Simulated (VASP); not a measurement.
Wanted: the native input for a VASP 6.6.1 run.

| Item | Value |
| --- | --- |
| Task | single point |
| Functional | PBE |
| Potentials or basis | VASP PAW PBE potentials, release 64 (Ti_sv, Al) |
| Cutoff | 520 eV |
| k mesh | 18 × 18 × 6 |
| Occupations | gaussian, width 0.15 eV |
| Spin | no spin polarisation |
| Dipole correction | no |
| Further INCAR settings | ALGO = Fast; EDIFF = 1e-06; NBANDS = 28 |

The structure of Ti3Al lies in POSCAR:

```
Ti3Al
1.0
    2.8867448541      0.0000000000      0.0000000000
   -1.4433724271      2.4999943779      0.0000000000
    0.0000000000      0.0000000000     10.2693061440
Ti Al
3 1
Direct
    0.6666666667      0.3333333333      0.0000000000
    0.3333333333      0.6666666667      0.7504575700
    0.3333333333      0.6666666667      0.2495424300
    0.6666666667      0.3333333333      0.5000000000
```

This cell differs from its parent crystal: volume 18.528 Å^3 an atom, c/a of the conventional cell 3.5574.

One way to write it, as run:

INCAR

```
SYSTEM = Ti3Al
PREC     = Accurate       ! precision mode
ENCUT    = 520            ! plane-wave cutoff, eV
EDIFF    = 1E-6           ! SCF threshold, eV
ISMEAR   = 0              ! smearing method
SIGMA    = 0.15           ! smearing width, eV
LREAL    = .False.        ! projectors in reciprocal space
LASPH    = .True.         ! aspherical terms in the spheres
NELM     = 60             ! most SCF steps
ALGO     = Fast           ! electronic algorithm
ISIF     = 2              ! what is computed and relaxed
LWAVE    = .False.        ! write WAVECAR
LCHARG   = .False.        ! write CHGCAR
GGA      = PE             ! functional
NBANDS   = 28             ! bands
```

KPOINTS

```
Automatic mesh
0
Gamma
  18 18 6
  0 0 0
```

Potentials or basis: VASP PAW PBE potentials, release 64 (Ti_sv, Al).

Command:

```console
$ cat potpaw_PBE.64/Ti_sv/POTCAR potpaw_PBE.64/Al/POTCAR > POTCAR
$ mpirun -np 1 vasp_std > vasp.out
```

Results of the run:

| Property | Result |
| --- | --- |
| Pressure | -7.2 GPa |
| Largest force | 0.191 eV/Å |

Wall time 12 min on 1 thread of AMD EPYC 9R45 96-Core Processor (Zen 5) (shared host), peak memory 0.36 GiB.
